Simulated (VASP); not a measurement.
# Sb in VASP: further runs

Runs on Sb. Level: PBE. Tasks: electric field gradients.

Everything below comes from runs of VASP 6.6.1. Logs are shortened: lines on timing, memory, paths and dates and some standing lists are left out, and cuts for length are marked.

## Step 1: The cell of the first run

Symmetry: R-3m, No. 166, trigonal system. Conventional cell: a = 4.514 Å, b = 4.514 Å, c = 5.364 Å, α = 90.00°, β = 90.00°, γ = 120.00°. Within 4.2 Å of Sb (site symmetry -3m) lie 6 Sb at 3.16 Å.

## Step 2: Electric field gradients, PBE (equal xy, yz and zx shear strains of -2 %)

Input file INCAR:

```
ALGO = Normal
EDIFF = 1E-8
ENCUT = 520
GGA = PE
ISIF = 2
ISMEAR = -1
LASPH = T
LCHARG = F
LEFG = T
LREAL = F
LWAVE = F
NBANDS = 8
NELM = 100
PREC = Accurate
SIGMA = 0.05
```

Input file KPOINTS:

```
k-points
0
Gamma
  13 13 13
```

Input file POSCAR:

```
Sb
1.0
    3.1600000000     -0.0316000000     -0.0316000000
   -0.0316000000      3.1600000000     -0.0316000000
   -0.0316000000     -0.0316000000      3.1600000000
Sb
1
Direct
    0.0000000000      0.0000000000      0.0000000000
```

Potentials or basis: VASP PAW PBE potentials, release 64 (Sb).

On the command line:

```
> cat potpaw_PBE.64/Sb/POTCAR > POTCAR
> mpirun -np 1 vasp_std > vasp.out
```

OUTCAR:

```text
EDIFF = 1E-8
   ENCUT = 520
   GGA = PE
   ISIF = 2
   ISMEAR = -1
   LASPH = T
   LREAL = F
   NELM = 100
   PREC = Accurate

 ion  position               nearest neighbor table
   1  0.000  0.000  0.000-

  LATTYP: Found a trigonal (rhomboedric) cell.
 ALAT       =     3.1603159842
 COS(alpha) =    -0.0198960208

  Lattice vectors:

 A1 = (   3.1600000000,  -0.0316000000,  -0.0316000000)
 A2 = (  -0.0316000000,   3.1600000000,  -0.0316000000)
 A3 = (  -0.0316000000,  -0.0316000000,   3.1600000000)

Analysis of symmetry for initial positions (statically):
=====================================================================
 Subroutine PRICEL returns:
 Original cell was already a primitive cell.

 Routine SETGRP: Setting up the symmetry group for a
 trigonal (rhombohedral) supercell.

 Subroutine GETGRP returns: Found 12 space group operations
 (whereof 12 operations were pure point group operations)
 out of a pool of 12 trial point group operations.

The static configuration has the point symmetry D_3d.

Analysis of symmetry for dynamics (positions and initial velocities):
=====================================================================
 Subroutine PRICEL returns:
 Original cell was already a primitive cell.

 Routine SETGRP: Setting up the symmetry group for a
 trigonal (rhombohedral) supercell.

 Subroutine GETGRP returns: Found 12 space group operations
 (whereof 12 operations were pure point group operations)
 out of a pool of 12 trial point group operations.

The dynamic configuration has the point symmetry D_3d.

 Subroutine INISYM returns: Found 12 space group operations
 (whereof 12 operations are pure point group operations),
 and found     1 'primitive' translations

----------------------------------------------------------------------------------------

                                     Primitive cell

  volume of cell :      31.5450

  direct lattice vectors                    reciprocal lattice vectors
     3.160000000 -0.031600000 -0.031600000     0.316519640  0.003197168  0.003197168
    -0.031600000  3.160000000 -0.031600000     0.003197168  0.316519640  0.003197168
[... 120 lines left out ...]
 number of electron       5.0000001 magnetization

 Free energy of the ion-electron system (eV)
  ---------------------------------------------------
  ext. energy  EPLUGINS =         0.00000000
  ---------------------------------------------------
  free energy    TOTEN  =        -4.09201763 eV

  energy without entropy =       -4.08924799  energy(sigma->0) =       -4.09063281

 E-fermi :   6.4970     XC(G=0):  -9.3890

 val. band max:        6.4363977884   @ k =  -0.2308  -0.3077   0.1538
 cond. band min:       6.5039852781   @ k =  -0.3846   0.3077   0.3077
 fundamental gap:      0.0675874897
 Fermi energy:         6.4970083465

 k-point     1 :       0.0000    0.0000    0.0000
  band No.  band energies     occupation
      1      -5.5211      2.00000
      2       9.4857      0.00000
      3       9.6227      0.00000
      4       9.6227      0.00000
      5      13.3224      0.00000
      6      13.3224      0.00000
      7      14.3777      0.00000
      8      23.7062      0.00000
[... 243 lines left out ...]
 k-point    24 :       0.4615    0.1538    0.0000
  band No.  band energies     occupation
      1      -3.0297      2.00000
      2       1.6505      2.00000
      3       8.7226      0.00000
      4      11.6647      0.00000
      5      13.8842      0.00000
      6      16.2280      0.00000
      7      17.8901      0.00000
      8      18.0658      0.00000

 [... further k-points ...]

------------------------ aborting loop because EDIFF is reached ----------------------------------------

  FORCE on cell =-STRESS in cart. coord.  units (eV):
  Direction    XX          YY          ZZ          XY          YZ          ZX
  --------------------------------------------------------------------------------------
  -------------------------------------------------------------------------------------
  Total       -0.5031454     -0.5031454     -0.5031454      0.0578909      0.0578909      0.0578909
  in kB      -25.5548905    -25.5548905    -25.5548905      2.9402939      2.9402939      2.9402939
  external PRESSURE =     -25.5548905 kB  Pullay stress =       0.0000000 kB

 VOLUME and BASIS-vectors are now :
 -----------------------------------------------------------------------------
  energy-cutoff  :      520.00
  volume of cell :       31.54
      direct lattice vectors                 reciprocal lattice vectors
     3.160000000 -0.031600000 -0.031600000     0.316519640  0.003197168  0.003197168
    -0.031600000  3.160000000 -0.031600000     0.003197168  0.316519640  0.003197168
    -0.031600000 -0.031600000  3.160000000     0.003197168  0.003197168  0.316519640

 POSITION                                       TOTAL-FORCE (eV/Angst)
 -----------------------------------------------------------------------------------
      0.00000      0.00000      0.00000         0.000000     -0.000000      0.000000
 -----------------------------------------------------------------------------------
    total drift:                                0.000000      0.000000      0.000000

  FREE ENERGIE OF THE ION-ELECTRON SYSTEM (eV)
  ---------------------------------------------------
  free  energy   TOTEN  =        -4.0920176310 eV

  energy  without entropy=       -4.0892479932  energy(sigma->0) =       -4.09063281

 Electric field gradients (V/A^2)
---------------------------------------------------------------------
 ion       V_xx      V_yy      V_zz      V_xy      V_xz      V_yz
---------------------------------------------------------------------
   1      -0.000    -0.000    -0.000    -7.326    -7.326    -7.326
---------------------------------------------------------------------

 Electric field gradients after diagonalization (V/A^2)
 (convention: |V_zz| > |V_xx| > |V_yy|)
----------------------------------------------------------------------
 ion       V_xx      V_yy      V_zz     asymmetry (V_yy - V_xx)/ V_zz
----------------------------------------------------------------------
   1       7.326     7.326   -14.651       0.000
----------------------------------------------------------------------

           NMR quadrupolar parameters

 Cq : quadrupolar parameter    Cq=e*Q*V_zz/h
 eta: asymmetry parameters     (V_yy - V_xx)/ V_zz
 Q  : nuclear electric quadrupole moment in mb (millibarn)
----------------------------------------------------------------------
 ion       Cq(MHz)       eta       Q (mb)
----------------------------------------------------------------------
   1      -0.035       0.000       1.000
----------------------------------------------------------------------
```

OSZICAR:

```text
N       E                     dE             d eps       ncg     rms          rms(c)
DAV:   1     0.542625831034E+01    0.54263E+01   -0.15993E+03  3712   0.400E+02
DAV:   2    -0.396189885697E+01   -0.93882E+01   -0.89746E+01  5336   0.514E+01
DAV:   3    -0.408677242873E+01   -0.12487E+00   -0.12469E+00  4312   0.669E+00
DAV:   4    -0.408735210515E+01   -0.57968E-03   -0.57967E-03  5600   0.553E-01
DAV:   5    -0.408735441165E+01   -0.23065E-05   -0.23056E-05  4624   0.220E-02    0.175E+00
DAV:   6    -0.409007495174E+01   -0.27205E-02   -0.11193E-03  4728   0.207E-01    0.103E+00
DAV:   7    -0.409196196240E+01   -0.18870E-02   -0.26508E-03  4224   0.314E-01    0.800E-02
DAV:   8    -0.409201387179E+01   -0.51909E-04   -0.87936E-05  5024   0.634E-02    0.760E-03
DAV:   9    -0.409201717557E+01   -0.33038E-05   -0.24518E-06  4992   0.100E-02    0.213E-03
DAV:  10    -0.409201756562E+01   -0.39005E-06   -0.98191E-07  4768   0.524E-03    0.378E-04
DAV:  11    -0.409201757964E+01   -0.14015E-07   -0.10417E-08  4720   0.653E-04    0.171E-04
DAV:  12    -0.409201762011E+01   -0.40471E-07   -0.54296E-09  4776   0.431E-04    0.134E-04
DAV:  13    -0.409201763595E+01   -0.15839E-07   -0.77386E-11  2496   0.556E-05    0.406E-05
DAV:  14    -0.409201763098E+01    0.49630E-08   -0.51399E-12  2336   0.173E-05
   1 F= -.40920176E+01 E0= -.40906328E+01  d E =-.276964E-02
```

stdout:

```text
POSCAR found type information on POSCAR Sb
 POSCAR found :  1 types and       1 ions
 scaLAPACK will be used
 LDA part: xc-table for (Slater+PW92), standard interpolation
 POSCAR, INCAR and KPOINTS ok, starting setup
 FFT: planning ... GRIDC
 FFT: planning ... GRID_SOFT
 FFT: planning ... GRID
 WAVECAR not read
 entering main loop
ion   1
```

Run time: 17 s. Hardware: 1 thread of AMD EPYC 9R45 (Zen 5), shared host; peak memory 0.15 GiB.

Results:

| Item | Value |
| --- | --- |
| Free energy | -4.0920 eV |
| Pressure | -2.6 GPa |

Stress tensor (GPa, compression positive):
```
-2.56  0.29  0.29
 0.29 -2.56  0.29
 0.29  0.29 -2.56
```

Electric field gradients, principal values (V/Å²):
| atom | least | middle | greatest (by size) |
| --- | --- | --- | --- |
| 1 Sb | 7.326 | 7.326 | -14.651 |

Caveat: the cell differs from its parent crystal (equal xy, yz and zx shear strains of -2 %); without QUAD_EFG the Cq values of the log hold for a quadrupole moment of 1 mb, not for the nuclei; spin-orbit coupling is left out, which moves the levels of the heavy elements.

## Step 3: Electric field gradients, PBE (equal xy, yz and zx shear strains of +1 %)

Input file INCAR:

```
PREC     = Accurate       # precision mode
ENCUT    = 520            # plane-wave cutoff, eV
EDIFF    = 1E-8           # SCF threshold, eV
ISMEAR   = -1             # smearing method
SIGMA    = 0.05           # smearing width, eV
LREAL    = F              # projectors in reciprocal space
LASPH    = T              # aspherical terms in the spheres
NELM     = 60             # most SCF steps
ALGO     = Normal         # electronic algorithm
ISIF     = 2              # what is computed and relaxed
LWAVE    = F              # write WAVECAR
LCHARG   = F              # write CHGCAR
GGA      = PE             # functional
LEFG     = T            
NBANDS   = 8              # bands
```

Input file KPOINTS:

```
regular mesh
0
Gamma
  13 13 13
```

Input file POSCAR:

```
Sb
1.0
    3.1600000000      0.0158000000      0.0158000000
    0.0158000000      3.1600000000      0.0158000000
    0.0158000000      0.0158000000      3.1600000000
Sb
1
Direct
    0.0000000000      0.0000000000      0.0000000000
```

Potentials or basis: VASP PAW PBE potentials, release 64 (Sb).

On the command line:

```
> cat potpaw_PBE.64/Sb/POTCAR > POTCAR
> mpirun -np 1 vasp_std > vasp.out
```

OUTCAR:

```text
PREC = Accurate
   ENCUT = 520
   EDIFF = 1E-8
   ISMEAR = -1
   LREAL = F
   LASPH = T
   NELM = 60
   ISIF = 2
   GGA = PE

 ion  position               nearest neighbor table
   1  0.000  0.000  0.000-

  LATTYP: Found a trigonal (rhomboedric) cell.
 ALAT       =     3.1600789990
 COS(alpha) =     0.0100244988

  Lattice vectors:

 A1 = (   3.1600000000,   0.0158000000,   0.0158000000)
 A2 = (   0.0158000000,   3.1600000000,   0.0158000000)
 A3 = (   0.0158000000,   0.0158000000,   3.1600000000)

Analysis of symmetry for initial positions (statically):
=====================================================================
 Subroutine PRICEL returns:
 Original cell was already a primitive cell.

 Routine SETGRP: Setting up the symmetry group for a
 trigonal (rhombohedral) supercell.

 Subroutine GETGRP returns: Found 12 space group operations
 (whereof 12 operations were pure point group operations)
 out of a pool of 12 trial point group operations.

The static configuration has the point symmetry D_3d.

Analysis of symmetry for dynamics (positions and initial velocities):
=====================================================================
 Subroutine PRICEL returns:
 Original cell was already a primitive cell.

 Routine SETGRP: Setting up the symmetry group for a
 trigonal (rhombohedral) supercell.

 Subroutine GETGRP returns: Found 12 space group operations
 (whereof 12 operations were pure point group operations)
 out of a pool of 12 trial point group operations.

The dynamic configuration has the point symmetry D_3d.

 Subroutine INISYM returns: Found 12 space group operations
 (whereof 12 operations are pure point group operations),
 and found     1 'primitive' translations

----------------------------------------------------------------------------------------

                                     Primitive cell

  volume of cell :      31.5521

  direct lattice vectors                    reciprocal lattice vectors
     3.160000000  0.015800000  0.015800000     0.316471441 -0.001574485 -0.001574485
     0.015800000  3.160000000  0.015800000    -0.001574485  0.316471441 -0.001574485
     0.015800000  0.015800000  3.160000000    -0.001574485 -0.001574485  0.316471441

  length of vectors
     3.160078999  3.160078999  3.160078999     0.316479274  0.316479274  0.316479274

  position of ions in fractional coordinates (direct lattice)
     0.000000000  0.000000000  0.000000000

  ion indices of the primitive-cell ions
   primitive index   ion index
                 1           1

----------------------------------------------------------------------------------------

 KPOINTS: regular mesh

Automatic generation of k-mesh.
 Grid dimensions read from file:
[... 68 lines left out ...]
   NSW    =      0    number of steps for IOM
   IBRION =     -1    ionic relax: 0-MD 1-quasi-New 2-CG
   NFREE  =      0    steps in history (QN), initial steepest desc. (CG)
   ISIF   =      2    stress and relaxation
   ISYM   =      2    0-nonsym 1-usesym 2-fastsym
   POTIM  = 0.5000    time-step for ionic-motion
   TEBEG  =    0.0;   TEEND  =   0.0 temperature during run
   PSTRESS=    0.0 pullay stress
   NELECT =       5.0000    total number of electrons
   NUPDOWN=      -1.0000    fix difference up-down
   EMIN   =  10.00;   EMAX   =-10.00  energy-range for DOS
   EFERMI =   0.00;   METHOD = LEGACY
   ISMEAR =    -1;   SIGMA  =   0.05  broadening in eV -4-tet -1-fermi 0-gaus
   EFERMI_NEDOS =   21; number of points for ismear=-14 and -15
   IALGO  =     38    algorithm
   IMIX   =      4    mixing-type and parameters
     AMIX     =   0.40;   BMIX     =  1.00
     AMIX_MAG =   1.60;   BMIX_MAG =  1.00
  volume/ion in A,a.u.               =      31.55       212.92
  Fermi-wavevector in a.u.,A,eV,Ry     =   0.885908  1.674123 10.678298  0.784833
  Thomas-Fermi vector in A             =   2.007004
   LORBIT       =      0    0 simple, 1 ext, 2 COOP (PROOUT), +10 PAW based schemes
   GGA     = PE    functional components
   LHFCALC =     F    Hartree Fock is set to
   AEXX    =    0.0000 exact exchange contribution
   IVDW    =     0    specifies the selected vdW correction
   LEPSILON=     F    determine dielectric tensor
   LRPA    =     F    only Hartree local field effects (RPA)
 non-spin polarized calculation
  energy-cutoff  :      520.00
  volume of cell :       31.55
 maximum number of plane-waves:       877
   NGX = 11   NGY = 11   NGZ = 11

 number of electron       5.0000001 magnetization

 Free energy of the ion-electron system (eV)
  ---------------------------------------------------
  ext. energy  EPLUGINS =         0.00000000
  ---------------------------------------------------
  free energy    TOTEN  =        -4.09314104 eV

  energy without entropy =       -4.09019934  energy(sigma->0) =       -4.09167019

 E-fermi :   6.5022     XC(G=0):  -9.3875

 val. band max:        6.4943965288   @ k =  -0.3077   0.3846   0.3077
 cond. band min:       6.5144948625   @ k =  -0.2308  -0.3077   0.1538
 fundamental gap:      0.0200983337
 Fermi energy:         6.5021975062

 k-point     1 :       0.0000    0.0000    0.0000
  band No.  band energies     occupation
      1      -5.5230      2.00000
      2       9.5480      0.00000
      3       9.5480      0.00000
      4       9.6158      0.00000
      5      13.3150      0.00000
      6      13.3150      0.00000
      7      14.3714      0.00000
      8      23.7371      0.00000
[... 243 lines left out ...]
 k-point    24 :       0.4615    0.1538    0.0000
  band No.  band energies     occupation
      1      -3.0444      2.00000
      2       1.6679      2.00000
      3       8.7840      0.00000
      4      11.6639      0.00000
      5      13.7627      0.00000
      6      16.2119      0.00000
      7      17.8881      0.00000
      8      18.0515      0.00000

 [... further k-points ...]

------------------------ aborting loop because EDIFF is reached ----------------------------------------

  FORCE on cell =-STRESS in cart. coord.  units (eV):
  Direction    XX          YY          ZZ          XY          YZ          ZX
  --------------------------------------------------------------------------------------
  -------------------------------------------------------------------------------------
  Total       -0.5018417     -0.5018417     -0.5018417     -0.0294556     -0.0294556     -0.0294556
  in kB      -25.4828800    -25.4828800    -25.4828800     -1.4957193     -1.4957193     -1.4957193
  external PRESSURE =     -25.4828800 kB  Pullay stress =       0.0000000 kB

 VOLUME and BASIS-vectors are now :
 -----------------------------------------------------------------------------
  energy-cutoff  :      520.00
  volume of cell :       31.55
      direct lattice vectors                 reciprocal lattice vectors
     3.160000000  0.015800000  0.015800000     0.316471441 -0.001574485 -0.001574485
     0.015800000  3.160000000  0.015800000    -0.001574485  0.316471441 -0.001574485
     0.015800000  0.015800000  3.160000000    -0.001574485 -0.001574485  0.316471441

 POSITION                                       TOTAL-FORCE (eV/Angst)
 -----------------------------------------------------------------------------------
      0.00000      0.00000      0.00000         0.000000     -0.000000      0.000000
 -----------------------------------------------------------------------------------
    total drift:                                0.000000     -0.000000      0.000000

  FREE ENERGIE OF THE ION-ELECTRON SYSTEM (eV)
  ---------------------------------------------------
  free  energy   TOTEN  =        -4.0931410377 eV

  energy  without entropy=       -4.0901993367  energy(sigma->0) =       -4.09167019

 Electric field gradients (V/A^2)
---------------------------------------------------------------------
 ion       V_xx      V_yy      V_zz      V_xy      V_xz      V_yz
---------------------------------------------------------------------
   1       0.000    -0.000    -0.000     3.772     3.772     3.772
---------------------------------------------------------------------

 Electric field gradients after diagonalization (V/A^2)
 (convention: |V_zz| > |V_xx| > |V_yy|)
----------------------------------------------------------------------
 ion       V_xx      V_yy      V_zz     asymmetry (V_yy - V_xx)/ V_zz
----------------------------------------------------------------------
   1      -3.772    -3.772     7.544       0.000
----------------------------------------------------------------------

           NMR quadrupolar parameters

 Cq : quadrupolar parameter    Cq=e*Q*V_zz/h
 eta: asymmetry parameters     (V_yy - V_xx)/ V_zz
 Q  : nuclear electric quadrupole moment in mb (millibarn)
----------------------------------------------------------------------
 ion       Cq(MHz)       eta       Q (mb)
----------------------------------------------------------------------
   1       0.018       0.000       1.000
----------------------------------------------------------------------
```

Wall time 15 s (1 thread of AMD EPYC 9R45 (Zen 5), shared host); peak memory 0.15 GiB.

Results:

```yaml
Free_energy: -4.0931 eV
Pressure: -2.5 GPa
```

Stress tensor (GPa, compression positive):
```
-2.55 -0.15 -0.15
-0.15 -2.55 -0.15
-0.15 -0.15 -2.55
```

Levels at points of the mesh, in eV from the Fermi level:
| k point | band 1 | band 2 | band 3 | band 4 | band 5 | band 6 | band 7 | band 8 |
| --- | --- | --- | --- | --- | --- | --- | --- | --- |
| (0.00, 0.00, 0.00) | -12.03 | 3.05 | 3.05 | 3.11 | 6.81 | 6.81 | 7.87 | 17.23 |

Electric field gradients, principal values (V/Å²):
```csv
atom,least,middle,greatest (by size)
1 Sb,-3.772,-3.772,7.544
```

Caveat: the cell differs from its parent crystal (equal xy, yz and zx shear strains of +1 %); without QUAD_EFG the Cq values of the log hold for a quadrupole moment of 1 mb, not for the nuclei; spin-orbit coupling is left out, which moves the levels of the heavy elements.

(Part 1 of 2 ends here.)
